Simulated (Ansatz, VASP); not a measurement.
**Y in VASP and in Ansatz**

```
Y
1.0
     0.00000    2.53286    2.53286
     2.53286    0.00000    2.53286
     2.53286    2.53286    0.00000
Y
1
Direct
  0.00000 0.00000 0.00000
```

Alike in both runs: task relaxation of cell and atoms; functional PBE; k mesh 18 × 18 × 18; occupations gaussian, width 0.1 eV; no spin polarisation.

|  | VASP | Ansatz |
| --- | --- | --- |
| version | VASP 6.6.1 | Ansatz 0.2.0 |
| potentials or method | VASP PAW PBE potentials, release 64 (Y_sv), cutoff 600 eV | scalar-relativistic, plane waves, PAW |
| valence electrons in the cell | 11 | 11 |

VASP gave:

```
gap on the k mesh at the Fermi level, each at its own relaxed structure (eV) : none
relaxed volume (Å³/atom)                                                     : 32.31
relaxed cell length with the largest relative difference (Å)                 : 3.575
```

Q: Estimate Ansatz's values.

A: gap on the k mesh at the Fermi level, each at its own relaxed structure (eV): none; relaxed volume (Å³/atom): 32.43; relaxed cell length with the largest relative difference (Å): 3.580.

A gap of «none» marks a metal or a gap that the smearing closes.
